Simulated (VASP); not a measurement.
Set up this calculation in VASP 6.6.1, as the native input.

```yaml
Task: single point
Functional: PBE
Potentials_or_basis: VASP PAW PBE potentials, release 64 (Ti_sv, H)
Cutoff: 520 eV
k_mesh: 12 × 12 × 4
Occupations: gaussian, width 0.1 eV
Spin: no spin polarisation
Dipole_correction: no
Further_INCAR_settings: ALGO = Normal; EDIFF = 1e-07; NBANDS = 27
```

The structure of Ti3H2 lies in POSCAR:

```
Ti3H2
1.0
    2.9853152574      0.0000000000      0.0000000000
   -1.4926576287      2.5853588512      0.0000000000
    0.0000000000      0.0000000000      7.5120429639
Ti H
3 2
Direct
    0.3333333333      0.6666666667      0.3510409894
    0.6666666667      0.3333333333      0.6489590106
    0.0000000000      0.0000000000      0.0000000000
    0.3333333333      0.6666666667      0.0953077156
    0.6666666667      0.3333333333      0.9046922844
```

These files were run (other wordings do the same):

INCAR

```
SYSTEM = Ti3H2
PREC = Accurate
ENCUT = 520
EDIFF = 1E-7
ISMEAR = 0
SIGMA = 0.1
LREAL = .FALSE.
LASPH = .TRUE.
NELM = 100
ALGO = Normal
ISIF = 2
LWAVE = .FALSE.
LCHARG = .TRUE.
GGA = PE
LELF = .TRUE.
LVHAR = .TRUE.
NBANDS = 27
```

KPOINTS

```
regular mesh
0
G
  12 12 4
  0 0 0
```

Potentials or basis: VASP PAW PBE potentials, release 64 (Ti_sv, H).

The run is started by

```sh
$ cat potpaw_PBE.64/Ti_sv/POTCAR potpaw_PBE.64/H/POTCAR > POTCAR
$ mpirun -np 1 vasp_std > vasp.out
```

Results of the run:

```yaml
Pressure: -0.2 GPa
Largest_force: 0.013 eV/Å
Band_gap_on_the_k_mesh: zero (band 19 reaches 8.13 eV, above the bottom of band 20 at 7.09 eV)
```

Wall time 71 s on 1 thread of Intel(R) Xeon(R) Platinum 8488C (Sapphire Rapids), with other jobs on the host, peak memory 0.22 GiB.
